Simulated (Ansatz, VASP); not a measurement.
# One calculation of GaCo, two programs

```
Ga Co
1.0
     2.91587    0.00000    0.00000
     0.00000    2.91587    0.00000
     0.00000    0.00000    2.91587
Ga Co
1 1
Direct
  0.50000 0.50000 0.50000
  0.00000 0.00000 0.00000
```

Alike in both runs: task single point; functional PBE; k mesh 8 × 8 × 8; occupations fermi-dirac, width 0.05 eV; collinear spin.

```csv
,VASP,Ansatz
version,VASP 6.6.1,Ansatz 0.2.0
potentials or method,"VASP PAW PBE potentials, release 64 (Ga_d, Co), cutoff 520 eV","plane waves, PAW"
valence electrons in the cell,22,30
```

|  | VASP | Ansatz | Ansatz less VASP |
| --- | --- | --- | --- |
| net moment per atom (μB) | 0.12 | 0.12 | +0.001 |
| size of the moment on the site where the two differ most (μB) | 0.27 | 0.28 | +0.008 |

Site moments also hang on the region over which each program counts them. With one functional, cell and mesh, what is left measures potentials, basis and numerics. VASP's potentials hold 22 valence electrons a cell and Ansatz's 30, so a difference there can come from the potentials and not from the codes.
